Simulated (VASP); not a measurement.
C, 12 atoms in the cell. Symmetry: P6_3/mmc, No. 194, hexagonal system. The conventional cell has a = 2.522 Å, b = 2.522 Å, c = 12.356 Å, α = 90.00°, β = 90.00°, γ = 120.00°. C (site symmetry 3m) has 4 C at 1.54 Å within 2.1 Å. C (site symmetry 3m) has 4 C at 1.54 Å within 2.1 Å. Within 2.1 Å of C (site symmetry 3m) lie 4 C at 1.54 Å. 

```yaml
Program: VASP 6.6.1
Task: relaxation of cell and atoms
Functional: PBE
Potentials_or_basis: VASP PAW PBE potentials, release 64 (C)
Cutoff: 600 eV
k_mesh: 12 × 12 × 3
Occupations: fermi-dirac, width 0.05 eV
Spin: no spin polarisation
Dipole_correction: no
Further_INCAR_settings: ALGO = Normal; EDIFF = 1e-06; IBRION = 2; EDIFFG = -0.01; NSW = 60; ISIF = 3
```

Potentials or basis: VASP PAW PBE potentials, release 64 (C).

Command:

```console
$ cat potpaw_PBE.64/C/POTCAR > POTCAR
$ mpirun -np 1 vasp_std > vasp.out
```

Hardware: 1 thread of Intel Xeon 8259CL, on a shared host.

Q: Estimate the wall time of this run.

A: Run time: 6.2 min on 1 thread of Intel Xeon 8259CL, on a shared host, peak memory 0.22 GiB. Counts: scf iterations 41, k points 38, ion steps 6.
